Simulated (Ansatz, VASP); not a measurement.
**Au in VASP and in Ansatz**

```xyz
13
Lattice="2.9402 0.0000 0.0000 0.0000 7.2020 0.0000 0.0000 0.0000 25.1852" Properties=species:S:1:pos:R:3 pbc="T T T"
Au    1.4701    4.8014    7.5000
Au    0.0000    2.4007    8.3488
Au    1.4701    0.0000    9.1975
Au    0.0000    4.8014   10.0463
Au    1.4701    2.4007   10.8951
Au    0.0000    0.0000   11.7438
Au    1.4701    4.8014   12.5926
Au    0.0000    2.4007   13.4414
Au    1.4701    0.0000   14.2901
Au    0.0000    4.8014   15.1389
Au    1.4701    2.4007   15.9877
Au    0.0000    0.0000   16.8364
Au    1.4701    4.8014   17.6852
```

Alike in both runs: task single point; functional PBE; k mesh 12 × 5 × 1; occupations gaussian, width 0.1 eV; no spin polarisation.

|  | VASP | Ansatz |
| --- | --- | --- |
| version | VASP 6.6.1 | Ansatz 0.2.0 |
| potentials or method | VASP PAW PBE potentials, release 64 (Au), cutoff 520 eV | scalar-relativistic, plane waves, PAW |
| valence electrons in the cell | 143 | 247 |

|  | VASP | Ansatz | Ansatz less VASP |
| --- | --- | --- | --- |
| gap on the k mesh at the Fermi level (eV) | none | none | - |
| rms of the force components (eV/Å) | 0.160 | 0.160 | +0.0002 |

Atom by atom the forces differ by 0.002 eV/Å (rms over components). A gap of «none» marks a metal or a gap that the smearing closes. The functional is the same, so the differences come from potentials, cutoffs and numerics. VASP's potentials hold 143 valence electrons a cell and Ansatz's 247, so a difference there can come from the potentials and not from the codes. Ansatz's warnings: xc potential rough in thin density.

Neither program's run includes spin-orbit coupling.
